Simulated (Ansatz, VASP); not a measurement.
One calculation of La3Al4As, two programs

```xyz
8
Lattice="5.6464 0.0000 0.0000 0.0000 5.6464 0.0000 0.0000 0.0000 5.6464" Properties=species:S:1:pos:R:3 pbc="T T T"
La    0.0000    2.8232    2.8232
La    2.8232    0.0000    2.8232
La    2.8232    2.8232    0.0000
Al    2.8232    0.0000    0.0000
Al    0.0000    2.8232    0.0000
Al    0.0000    0.0000    2.8232
Al    2.8232    2.8232    2.8232
As    0.0000    0.0000    0.0000
```

Alike in both runs: task relaxation of cell and atoms; functional PBE; k mesh 4 × 4 × 4; occupations gaussian, width 0.1 eV; no spin polarisation.

```csv
,VASP,Ansatz
version,VASP 6.6.1,Ansatz 0.2.0
potentials or method,"VASP PAW PBE potentials, release 64 (La, Al, As), cutoff 600 eV","scalar-relativistic, plane waves, PAW"
valence electrons in the cell,50,60
```

```tsv
	VASP	Ansatz	Ansatz less VASP
gap on the k mesh at the Fermi level, each at its own relaxed structure (eV)	none	none	-
relaxed volume (Å³/atom)	29.82	29.95	+0.132
relaxed length of the cell vector where the two differ most in proportion (Å)	6.202	6.211	+0.0091
```

A gap of «none» marks a metal or a gap that the smearing closes. VASP's potentials hold 50 valence electrons a cell and Ansatz's 60, so a difference there can come from the potentials and not from the codes.

Neither program's run includes spin-orbit coupling. Noted on VASP's run: the volume moved by over 15 % at a fixed basis, so the end points are rough.
